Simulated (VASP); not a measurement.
Set up this calculation in VASP 6.6.1, as the native input.

```yaml
Task: single point
Functional: r2SCAN
Potentials_or_basis: VASP PAW PBE potentials, release 64 (Ag, I)
Cutoff: 550 eV
k_mesh: 6 × 6 × 4
Occupations: gaussian, width 0.01 eV
Spin: no spin polarisation
Dipole_correction: no
Further_INCAR_settings: ALGO = Normal; EDIFF = 1e-06; NBANDS = 26
```

Crystal: AgI.

```
Ag I
1.0
     4.60376    0.00000    0.00000
    -2.30188    3.98697    0.00000
     0.00000    0.00000    7.52295
Ag I
2 2
Direct
  0.66667 0.33333 0.62752
  0.33333 0.66667 0.12752
  0.66667 0.33333 0.00248
  0.33333 0.66667 0.50248
```

These files were run (other wordings do the same):

POSCAR

```
AgI
1.0
    4.6037617179      0.0000000000      0.0000000000
   -2.3018808590      3.9869746007      0.0000000000
    0.0000000000      0.0000000000      7.5229462456
Ag I
2 2
Direct
    0.6666666667      0.3333333333      0.6275238171
    0.3333333333      0.6666666667      0.1275238171
    0.6666666667      0.3333333333      0.0024761829
    0.3333333333      0.6666666667      0.5024761829
```

INCAR.step1

```
PREC = Accurate
ENCUT = 550
ISMEAR = 0
SIGMA = 0.01
LREAL = False
LASPH = True
NELM = 120
NBANDS = 26
GGA = PE
ALGO = Normal
EDIFF = 1E-5
LWAVE = True
LCHARG = False
GGA_COMPAT = False
```

INCAR.step2

```
PREC = Accurate
ENCUT = 550
EDIFF = 1E-6
ISMEAR = 0
SIGMA = 0.01
LREAL = False
LASPH = True
NELM = 120
ALGO = Normal
ISIF = 2
LWAVE = False
LCHARG = False
METAGGA = R2SCAN
LMIXTAU = True
NBANDS = 26
ISTART = 1
GGA_COMPAT = False
```

KPOINTS

```
regular mesh
0
Gamma
  6 6 4
```

Potentials or basis: VASP PAW PBE potentials, release 64 (Ag, I).

The run is started by

```console
$ cat potpaw_PBE.64/Ag/POTCAR potpaw_PBE.64/I/POTCAR > POTCAR
$ cp INCAR.step1 INCAR
$ mpirun -np 1 vasp_std > vasp.out
$ cp INCAR.step2 INCAR
$ mpirun -np 1 vasp_std > vasp.out
```

Results of the run:

```yaml
Pressure: 0.8 GPa
Band_gap_on_the_k_mesh: 1.83 eV
```

Caveat: the PAW data sets were made with another functional, which shifts forces and pressure a little; spin-orbit coupling is left out, which moves the levels of the heavy elements.

It took 120 s on 1 thread of Intel(R) Xeon(R) 6975P-C (Granite Rapids), with other jobs on the host, peak memory 0.33 GiB.
